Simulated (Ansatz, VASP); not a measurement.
Co: VASP beside Ansatz

```
Co
1.0
     2.35082    0.00000    0.00000
    -1.17541    2.03587    0.00000
     0.00000    0.00000   23.80000
Co
1
Cartesian
  0.0000 0.0000 7.0000
```

Alike in both runs: functional PBE; k mesh 12 × 12 × 1; occupations gaussian, width 0.1 eV; collinear spin.

Ansatz relaxed the structure, and its values are those at the end. VASP's run is a single point on that final structure, the one shown.

|  | VASP | Ansatz |
| --- | --- | --- |
| version | VASP 6.6.1 | Ansatz 0.2.0 |
| potentials or method | VASP PAW PBE potentials, release 64 (Co), cutoff 520 eV | scalar-relativistic, plane waves, PAW |
| valence electrons in the cell | 9 | 17 |

Ansatz gave:

* gap on the k mesh at the Fermi level (eV): none
* net moment per atom (μB): 1.85
* size of the moment on the site where the two differ most (μB): 1.91

Estimate VASP's values.

gap on the k mesh at the Fermi level (eV): none; net moment per atom (μB): 1.85; size of the moment on the site where the two differ most (μB): 1.88.

Site moments also hang on the region over which each program counts them. A gap of «none» marks a metal or a gap that the smearing closes. VASP's potentials hold 9 valence electrons a cell and Ansatz's 17, so a difference there can come from the potentials and not from the codes. Ansatz's warnings: slab cell height set.
